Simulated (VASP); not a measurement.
Input of a VASP 6.6.1 run:

File INCAR:

```
PREC = Accurate
ENCUT = 500
EDIFF = 1E-6
ISMEAR = 0
SIGMA = 0.1
LREAL = False
LASPH = True
NELM = 120
ALGO = Normal
ISIF = 2
LWAVE = False
LCHARG = False
GGA = B5
ALDAX = 1.0
AGGAX = 1.0
AGGAC = 1.0
ALDAC = 0.0
NBANDS = 21
GGA_COMPAT = False
```

Contents of KPOINTS:

```
regular mesh
0
Gamma
  8 8 8
```

Contents of POSCAR:

```
Sn
1.0
    0.0000000000      3.2333428000      3.2333428000
    3.2333428000      0.0000000000      3.2333428000
    3.2333428000      3.2333428000      0.0000000000
Sn
2
Direct
    0.5000000000      0.5000000000      0.5000000000
    0.7500000000      0.7500000000      0.7500000000
```

Potentials or basis: VASP PAW PBE potentials, release 64 (Sn_d).

Run with:

```sh
$ cat potpaw_PBE.64/Sn_d/POTCAR > POTCAR
$ mpirun -np 1 vasp_std > vasp.out
```

Task: What does it give for the pressure?

Result: 6.5 GPa.

Task: Predict the band gap on the k mesh.

Result: Zero (bands 14 and 15 overlap by 0.09 eV).

Caveat: the cell stands under pressure; the PAW data sets were made with another functional, which shifts forces and pressure a little; spin-orbit coupling is left out, which moves the levels of the heavy elements.
